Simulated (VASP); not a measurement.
# Be3ZnSe4 (P3m1) in VASP: further runs

The runs below take Be3ZnSe4 through single point, relaxation of cell and atoms, with PBE.

Program: VASP 6.6.1. These are calculated values, not measurements. Logs are shortened: lines on timing, memory, paths and dates and some standing lists are left out, and cuts for length are marked.

### 1 The cell of the first run

The structure is trigonal, space group P3m1 (No. 156). The conventional cell has a = 3.747 Å, b = 3.747 Å, c = 12.412 Å, α = 90.00°, β = 90.00°, γ = 120.00°. Be (site symmetry 3m) has 4 Se at 2.25 to 2.28 Å within 3.0 Å. Within 3.0 Å of Be (site symmetry 3m) lie 4 Se at 2.24 to 2.28 Å. Be (site symmetry 3m) has 4 Se at 2.25 to 2.28 Å within 3.0 Å. Within 3.2 Å of Zn (site symmetry 3m) lie 4 Se at 2.40 to 2.46 Å. Se (site symmetry 3m) has 4 Be at 2.25 to 2.28 Å within 3.0 Å. Within 3.0 Å of Se (site symmetry 3m) lie 1 Be at 2.24 Å and 3 Zn at 2.40 Å. Se (site symmetry 3m) has 4 Be at 2.25 to 2.28 Å within 3.0 Å. Within 3.0 Å of Se (site symmetry 3m) lie 3 Be at 2.28 Å and 1 Zn at 2.46 Å.

### 2 Single point, PBE

The input, INCAR:

```
PREC     = Accurate       # precision mode
ENCUT    = 520            # plane-wave cutoff, eV
EDIFF    = 1E-6           # SCF threshold, eV
ISMEAR   = 0              # smearing method
SIGMA    = 0.02           # smearing width, eV
LREAL    = False          # projectors in reciprocal space
LASPH    = True           # aspherical terms in the spheres
NELM     = 60             # most SCF steps
ALGO     = Normal         # electronic algorithm
ISIF     = 2              # what is computed and relaxed
LWAVE    = False          # write WAVECAR
LCHARG   = False          # write CHGCAR
GGA      = PE             # functional
NBANDS   = 31             # bands
```

The input, KPOINTS:

```
Automatic mesh
0
Gamma
  6 6 2
```

The input, POSCAR:

```
Be3ZnSe4
1.0
    3.7472541682      0.0000000000      0.0000000000
   -1.8736270841      3.2452173041      0.0000000000
    0.0000000000      0.0000000000     12.4116803515
Be Zn Se
3 1 4
Direct
    0.3333333333      0.6666666667      0.0125381091
    0.3333333333      0.6666666667      0.4928060563
    0.6666666667      0.3333333333      0.2531178195
    0.6666666667      0.3333333333      0.7562114313
    0.3333333333      0.6666666667      0.1939275830
    0.3333333333      0.6666666667      0.6729286668
    0.6666666667      0.3333333333      0.4343309186
    0.6666666667      0.3333333333      0.9541394153
```

Potentials or basis: VASP PAW PBE potentials, release 64 (Be, Zn, Se).

Started as:

```console
> cat potpaw_PBE.64/Be/POTCAR potpaw_PBE.64/Zn/POTCAR potpaw_PBE.64/Se/POTCAR > POTCAR
> mpirun -np 1 vasp_std > vasp.out
```

OUTCAR:

```text
PREC = Accurate
   ENCUT = 520
   EDIFF = 1E-6
   ISMEAR = 0
   LREAL = False
   LASPH = True
   NELM = 60
   ISIF = 2
   GGA = PE

 ion  position               nearest neighbor table
   1  0.333  0.667  0.013-   5 2.25   8 2.28   8 2.28   8 2.28
   2  0.333  0.667  0.493-   6 2.24   7 2.28   7 2.28   7 2.28
   3  0.667  0.333  0.253-   7 2.25   5 2.28   5 2.28   5 2.28
   4  0.667  0.333  0.756-   6 2.40   6 2.40   6 2.40   8 2.46
   5  0.333  0.667  0.194-   1 2.25   3 2.28   3 2.28   3 2.28
   6  0.333  0.667  0.673-   2 2.24   4 2.40   4 2.40   4 2.40
   7  0.667  0.333  0.434-   3 2.25   2 2.28   2 2.28   2 2.28
   8  0.667  0.333  0.954-   1 2.28   1 2.28   1 2.28   4 2.46

  LATTYP: Found a hexagonal cell.
 ALAT       =     3.7472541682
 C/A-ratio  =     3.3122066971

  Lattice vectors:

 A1 = (   3.7472541682,   0.0000000000,   0.0000000000)
 A2 = (  -1.8736270841,   3.2452173041,   0.0000000000)
 A3 = (   0.0000000000,   0.0000000000,  12.4116803515)

Analysis of symmetry for initial positions (statically):
=====================================================================
 Subroutine PRICEL returns:
 Original cell was already a primitive cell.

 Routine SETGRP: Setting up the symmetry group for a
 hexagonal supercell.

 Subroutine GETGRP returns: Found  6 space group operations
 (whereof  6 operations were pure point group operations)
 out of a pool of 24 trial point group operations.

The static configuration has the point symmetry C_3v.

Analysis of symmetry for dynamics (positions and initial velocities):
=====================================================================
 Subroutine PRICEL returns:
 Original cell was already a primitive cell.

 Routine SETGRP: Setting up the symmetry group for a
 hexagonal supercell.

 Subroutine GETGRP returns: Found  6 space group operations
 (whereof  6 operations were pure point group operations)
 out of a pool of 24 trial point group operations.

The dynamic configuration has the point symmetry C_3v.

 Subroutine INISYM returns: Found  6 space group operations
 (whereof  6 operations are pure point group operations),
 and found     1 'primitive' translations

----------------------------------------------------------------------------------------

                                     Primitive cell

  volume of cell :     150.9342

  direct lattice vectors                    reciprocal lattice vectors
     3.747254168  0.000000000  0.000000000     0.266862069  0.154072887  0.000000000
    -1.873627084  3.245217304  0.000000000     0.000000000  0.308145775  0.000000000
     0.000000000  0.000000000 12.411680351     0.000000000  0.000000000  0.080569268

  length of vectors
     3.747254168  3.747254168 12.411680351     0.308145775  0.308145775  0.080569268

  position of ions in fractional coordinates (direct lattice)
     0.333333333  0.666666667  0.012538109
     0.333333333  0.666666667  0.492806056
     0.666666667  0.333333333  0.253117819
     0.666666667  0.333333333  0.756211431
     0.333333333  0.666666667  0.193927583
     0.333333333  0.666666667  0.672928667
     0.666666667  0.333333333  0.434330919
     0.666666667  0.333333333  0.954139415

  ion indices of the primitive-cell ions
   primitive index   ion index
                 1           1
                 2           2
                 3           3
                 4           4
                 5           5
                 6           6
                 7           7
                 8           8

----------------------------------------------------------------------------------------

 KPOINTS: Automatic mesh

Automatic generation of k-mesh.
 Grid dimensions read from file:
 generate k-points for:    6    6    2

 Generating k-lattice:

  Cartesian coordinates                     Fractional coordinates (reciprocal lattice)
     0.044477011  0.025678815  0.000000000     0.166666667 -0.000000000  0.000000000
     0.000000000  0.051357629  0.000000000     0.000000000  0.166666667  0.000000000
     0.000000000  0.000000000  0.040284634     0.000000000  0.000000000  0.500000000

  Length of vectors
     0.051357629  0.051357629  0.040284634

  Shift w.r.t. Gamma in fractional coordinates (k-lattice)
     0.000000000  0.000000000  0.000000000

 Subroutine IBZKPT returns following result:
 ===========================================

 Found     14 irreducible k-points:

 Following reciprocal coordinates:
            Coordinates               Weight
  0.000000  0.000000  0.000000      1.000000
  0.166667  0.000000  0.000000      6.000000
  0.333333  0.000000  0.000000      6.000000
  0.500000  0.000000  0.000000      3.000000
  0.166667  0.166667  0.000000      6.000000
  0.333333  0.166667  0.000000     12.000000
  0.333333  0.333333  0.000000      2.000000
  0.000000  0.000000  0.500000      1.000000
  0.166667  0.000000  0.500000      6.000000
  0.333333  0.000000  0.500000      6.000000
  0.500000  0.000000  0.500000      3.000000
  0.166667  0.166667  0.500000      6.000000
  0.333333  0.166667  0.500000     12.000000
  0.333333  0.333333  0.500000      2.000000
   k-points           NKPTS =     14   k-points in BZ     NKDIM =     14   number of bands    NBANDS=     31
   number of dos      NEDOS =    301   number of ions     NIONS =      8
   total plane-waves  NPLWV =  75264
   dimension x,y,z NGX =    28 NGY =   28 NGZ =   96
   dimension x,y,z NGXF=    56 NGYF=   56 NGZF=  192
   ions per type =               3   1   4
   NGX,Y,Z   is equivalent  to a cutoff of  12.42, 12.42, 12.86 a.u.
   NGXF,Y,Z  is equivalent  to a cutoff of  24.84, 24.84, 25.72 a.u.
 SYSTEM =  unknown system
   PREC   = accura    normal or accurate (medium, high low for compatibility)
   ISTART =      0    job   : 0-new  1-cont  2-samecut
   ICHARG =      2    charge: 1-file 2-atom 10-const
   ISPIN  =      1    spin polarized calculation?
   LNONCOLLINEAR =      F non collinear calculations
   LSORBIT =      F    spin-orbit coupling
   LASPH  =      T    aspherical Exc in radial PAW
   ENCUT  =  520.0 eV  38.22 Ry    6.18 a.u.   6.97  6.97 23.08*2*pi/ulx,y,z
   NELM   =     60;   NELMIN=  2; NELMDL= -5     # of ELM steps
   EDIFF  = 0.1E-05   stopping-criterion for ELM
   LREAL  =      F    real-space projection
   EDIFFG = 0.1E-04   stopping-criterion for IOM
   NSW    =      0    number of steps for IOM
   IBRION =     -1    ionic relax: 0-MD 1-quasi-New 2-CG
   NFREE  =      0    steps in history (QN), initial steepest desc. (CG)
   ISIF   =      2    stress and relaxation
   ISYM   =      2    0-nonsym 1-usesym 2-fastsym
   POTIM  = 0.5000    time-step for ionic-motion
   TEBEG  =    0.0;   TEEND  =   0.0 temperature during run
   PSTRESS=    0.0 pullay stress
   NELECT =      42.0000    total number of electrons
   NUPDOWN=      -1.0000    fix difference up-down
   EMIN   =  10.00;   EMAX   =-10.00  energy-range for DOS
   EFERMI =   0.00;   METHOD = LEGACY
   ISMEAR =     0;   SIGMA  =   0.02  broadening in eV -4-tet -1-fermi 0-gaus
   EFERMI_NEDOS =   21; number of points for ismear=-14 and -15
   IALGO  =     38    algorithm
   IMIX   =      4    mixing-type and parameters
     AMIX     =   0.40;   BMIX     =  1.00
     AMIX_MAG =   1.60;   BMIX_MAG =  1.00
  volume/ion in A,a.u.               =      18.87       127.32
  Fermi-wavevector in a.u.,A,eV,Ry     =   1.068797  2.019734 15.542317  1.142328
  Thomas-Fermi vector in A             =   2.204457
   LORBIT       =      0    0 simple, 1 ext, 2 COOP (PROOUT), +10 PAW based schemes
   GGA     = PE    functional components
   LHFCALC =     F    Hartree Fock is set to
   AEXX    =    0.0000 exact exchange contribution
   IVDW    =     0    specifies the selected vdW correction
   LEPSILON=     F    determine dielectric tensor
   LRPA    =     F    only Hartree local field effects (RPA)
 non-spin polarized calculation
 Gauss-broadening in eV      SIGMA  =   0.02
  energy-cutoff  :      520.00
  volume of cell :      150.93
 maximum number of plane-waves:      4086
 NGX is ok and might be reduce to    28
   NGX = 13   NGY = 13   NGZ = 47

 number of electron      41.9999992 magnetization

 Free energy of the ion-electron system (eV)
  ---------------------------------------------------
  ext. energy  EPLUGINS =         0.00000000
  ---------------------------------------------------
  free energy    TOTEN  =       -32.26203647 eV

  energy without entropy =      -32.26203647  energy(sigma->0) =      -32.26203647

 E-fermi :   3.2338     XC(G=0):  -9.3158

 val. band max:        3.1051213269   @ k =   0.0000   0.0000   0.0000
 cond. band min:       5.7009397338   @ k =   0.5000   0.0000   0.0000
 fundamental gap:      2.5958184069
 Fermi energy:         3.2337990191

 k-point     1 :       0.0000    0.0000    0.0000
  band No.  band energies     occupation
      1     -10.8742      2.00000
      2     -10.4376      2.00000
      3     -10.2982      2.00000
      4      -9.7105      2.00000
      5      -3.6749      2.00000
      6      -3.6749      2.00000
[... 23 lines left out ...]
     30       8.1398      0.00000
     31       8.6854      0.00000

 k-point     2 :       0.1667    0.0000    0.0000
  band No.  band energies     occupation
      1     -10.6653      2.00000
      2     -10.2568      2.00000
      3     -10.1227      2.00000
      4      -9.5881      2.00000
      5      -3.6840      2.00000
      6      -3.6438      2.00000
[... 23 lines left out ...]
     30       8.9124      0.00000
     31       8.9261      0.00000

 k-point     3 :       0.3333    0.0000    0.0000
  band No.  band energies     occupation
      1     -10.1440      2.00000
      2      -9.8358      2.00000
      3      -9.7288      2.00000
      4      -9.3667      2.00000
      5      -3.6730      2.00000
      6      -3.5961      2.00000
[... 23 lines left out ...]
     30       9.1256      0.00000
     31      10.3276      0.00000

 k-point     4 :       0.5000    0.0000    0.0000
  band No.  band energies     occupation
      1      -9.7586      2.00000
      2      -9.5766      2.00000
      3      -9.5101      2.00000
      4      -9.3308      2.00000
      5      -3.6611      2.00000
      6      -3.5822      2.00000
[... 23 lines left out ...]
     30       9.7472      0.00000
     31      10.6819      0.00000

 k-point     5 :       0.1667    0.1667    0.0000
  band No.  band energies     occupation
      1     -10.2956      2.00000
      2      -9.9519      2.00000
      3      -9.8340      2.00000
      4      -9.4134      2.00000
      5      -3.6563      2.00000
      6      -3.6121      2.00000
[... 23 lines left out ...]
     30       9.3677      0.00000
     31       9.5883      0.00000
[... 202 lines left out ...]
     30       9.0789      0.00000
     31       9.5089      0.00000

 k-point    12 :       0.1667    0.1667    0.5000
  band No.  band energies     occupation
      1     -10.2343      2.00000
      2     -10.1279      2.00000
      3      -9.6346      2.00000
      4      -9.4988      2.00000
      5      -3.6598      2.00000
      6      -3.6120      2.00000
[... 23 lines left out ...]
     30       9.0933      0.00000
     31       9.2905      0.00000

 k-point    13 :       0.3333    0.1667    0.5000
  band No.  band energies     occupation
      1      -9.7522      2.00000
      2      -9.6729      2.00000
      3      -9.4263      2.00000
      4      -9.3410      2.00000
      5      -3.6559      2.00000
      6      -3.5388      2.00000
[... 23 lines left out ...]
     30       9.2408      0.00000
     31       9.8792      0.00000

 k-point    14 :       0.3333    0.3333    0.5000
  band No.  band energies     occupation
      1      -9.5105      2.00000
      2      -9.4416      2.00000
      3      -9.4000      2.00000
      4      -9.3751      2.00000
      5      -3.6698      2.00000
      6      -3.4571      2.00000
[... 23 lines left out ...]
     30      10.4741      0.00000
     31      10.8040      0.00000

------------------------ aborting loop because EDIFF is reached ----------------------------------------

  FORCE on cell =-STRESS in cart. coord.  units (eV):
  Direction    XX          YY          ZZ          XY          YZ          ZX
  --------------------------------------------------------------------------------------
  -------------------------------------------------------------------------------------
  Total        0.1696552      0.1696552      0.1579153     -0.0000000      0.0000000      0.0000000
  in kB        1.8009022      1.8009022      1.6762825     -0.0000000      0.0000000      0.0000000
  external PRESSURE =       1.7593623 kB  Pullay stress =       0.0000000 kB

 VOLUME and BASIS-vectors are now :
 -----------------------------------------------------------------------------
  energy-cutoff  :      520.00
  volume of cell :      150.93
      direct lattice vectors                 reciprocal lattice vectors
     3.747254168  0.000000000  0.000000000     0.266862069  0.154072887  0.000000000
    -1.873627084  3.245217304  0.000000000     0.000000000  0.308145775  0.000000000
     0.000000000  0.000000000 12.411680351     0.000000000  0.000000000  0.080569268

 POSITION                                       TOTAL-FORCE (eV/Angst)
 -----------------------------------------------------------------------------------
     -0.00000      2.16348      0.15562        -0.000000     -0.000000     -0.003900
     -0.00000      2.16348      6.11655        -0.000000     -0.000000      0.001923
      1.87363      1.08174      3.14162        -0.000000     -0.000000      0.004513
      1.87363      1.08174      9.38585         0.000000      0.000000      0.010017
     -0.00000      2.16348      2.40697        -0.000000      0.000000     -0.001570
     -0.00000      2.16348      8.35218         0.000000      0.000000     -0.015576
      1.87363      1.08174      5.39078        -0.000000     -0.000000     -0.003928
      1.87363      1.08174     11.84247        -0.000000     -0.000000      0.008521
 -----------------------------------------------------------------------------------
    total drift:                               -0.000003      0.000001      0.000786

  FREE ENERGIE OF THE ION-ELECTRON SYSTEM (eV)
  ---------------------------------------------------
  free  energy   TOTEN  =       -32.2620364685 eV

  energy  without entropy=      -32.2620364685  energy(sigma->0) =      -32.26203647
```

Run time: 1.8 min. Hardware: 1 thread of Intel Xeon 8259CL, shared host; peak memory 0.28 GiB.

What came out:

```
Free energy            : -32.2620 eV
Pressure               : 0.2 GPa
Largest force          : 0.016 eV/Å
Band gap on the k mesh : 2.60 eV (least direct gap 2.64 eV)
```

Forces on the atoms (eV/Å):
```
Be   0.000  0.000 -0.004
Be   0.000  0.000  0.002
Be   0.000  0.000  0.005
Zn   0.000  0.000  0.010
Se   0.000  0.000 -0.002
Se   0.000  0.000 -0.016
Se   0.000  0.000 -0.004
Se   0.000  0.000  0.009
```

Levels at points of the mesh, in eV from the valence-band top:
```csv
k point,band 19,band 20,band 21,band 22,band 23,band 24
"(0.00, 0.00, 0.00)",-0.62,0.00,0.00,2.64,3.10,3.51
"(0.50, 0.00, 0.00)",-2.19,-2.06,-1.12,2.60,2.80,3.21
"(0.00, 0.00, 0.50)",-0.81,-0.02,-0.02,3.12,3.23,3.44
"(0.50, 0.00, 0.50)",-2.05,-1.88,-1.20,2.64,2.86,2.98
```

A k mesh can miss the band edges.

### 3 Relaxation of cell and atoms, PBE

The input, INCAR:

```
SYSTEM = Be3ZnSe4
PREC     = Accurate       ! precision mode
ENCUT    = 600            ! plane-wave cutoff, eV
EDIFF    = 1E-6           ! SCF threshold, eV
ISMEAR   = 0              ! smearing method
SIGMA    = 0.02           ! smearing width, eV
LREAL    = .FALSE.        ! projectors in reciprocal space
LASPH    = .TRUE.         ! aspherical terms in the spheres
NELM     = 80             ! most SCF steps
ALGO     = Normal         ! electronic algorithm
ISIF     = 3              ! what is computed and relaxed
LWAVE    = .FALSE.        ! write WAVECAR
LCHARG   = .FALSE.        ! write CHGCAR
GGA      = PE             ! functional
IBRION   = 2              ! ionic algorithm
NSW      = 100            ! ionic steps
EDIFFG   = -0.01          ! ionic threshold
```

The input, KPOINTS:

```
regular mesh
0
G
  6 6 2
  0 0 0
```

POSCAR is that of step 2.

Potentials or basis: VASP PAW PBE potentials, release 64 (Be, Zn, Se).

Started as:

```console
> cat potpaw_PBE.64/Be/POTCAR potpaw_PBE.64/Zn/POTCAR potpaw_PBE.64/Se/POTCAR > POTCAR
> mpirun -np 1 vasp_std > vasp.out
```

It took 3.2 min on 1 thread of Intel Xeon 8259CL, shared host; peak memory 0.34 GiB.

The run converged. Its results:

```
Free energy                           : -32.2621 eV
Relaxed volume                        : 18.92 Å³/atom
Relaxed cell                          : a = 3.751 Å, b = 3.751 Å, c = 12.424 Å, α = 90.00°, β = 90.00°, γ = 120.00°
Space group after relaxing (to 0.1 Å) : P3m1 (No. 156)
Energy gained by relaxing             : 0.0 meV/atom
Ionic steps                           : 2
Pressure after relaxing               : 0.0 GPa
Largest force after relaxing          : 0.005 eV/Å
Band gap on the k mesh                : 2.60 eV (least direct gap 2.62 eV)
```

Forces on the atoms (eV/Å):
```
Be   0.000  0.000  0.002
Be   0.000  0.000 -0.001
Be   0.000  0.000  0.004
Zn   0.000  0.000 -0.005
Se   0.000  0.000 -0.002
Se   0.000  0.000  0.002
Se   0.000  0.000 -0.003
Se   0.000  0.000  0.004
```

Step by step:
```
step  energy change (eV)  largest force (eV/Å)  pressure (GPa)  volume (Å³)
   1              0.0000                0.0151            0.18       150.93
   2             -0.0002                0.0053           -0.04       151.40
```

Final structure:
```yaml
crystal:
  lattice:
    - [3.75119, 0.00000, 0.00000]
    - [-1.87559, 3.24862, 0.00000]
    - [0.00000, 0.00000, 12.42373]
  atoms:
    - { symbol: Be, position: [0.33333, 0.66667, 0.01252] }
    - { symbol: Be, position: [0.33333, 0.66667, 0.49281] }
    - { symbol: Be, position: [0.66667, 0.33333, 0.25314] }
    - { symbol: Zn, position: [0.66667, 0.33333, 0.75624] }
    - { symbol: Se, position: [0.33333, 0.66667, 0.19392] }
    - { symbol: Se, position: [0.33333, 0.66667, 0.67287] }
    - { symbol: Se, position: [0.66667, 0.33333, 0.43432] }
    - { symbol: Se, position: [0.66667, 0.33333, 0.95417] }
```

Levels at points of the mesh, in eV from the valence-band top:
| k point | band 19 | band 20 | band 21 | band 22 | band 23 | band 24 |
| --- | --- | --- | --- | --- | --- | --- |
| (0.00, 0.00, 0.00) | -0.62 | 0.00 | 0.00 | 2.62 | 3.10 | 3.50 |
| (0.50, 0.00, 0.00) | -2.18 | -2.05 | -1.12 | 2.60 | 2.81 | 3.21 |
| (0.00, 0.00, 0.50) | -0.80 | -0.02 | -0.02 | 3.11 | 3.22 | 3.42 |
| (0.50, 0.00, 0.50) | -2.04 | -1.87 | -1.20 | 2.63 | 2.87 | 2.98 |
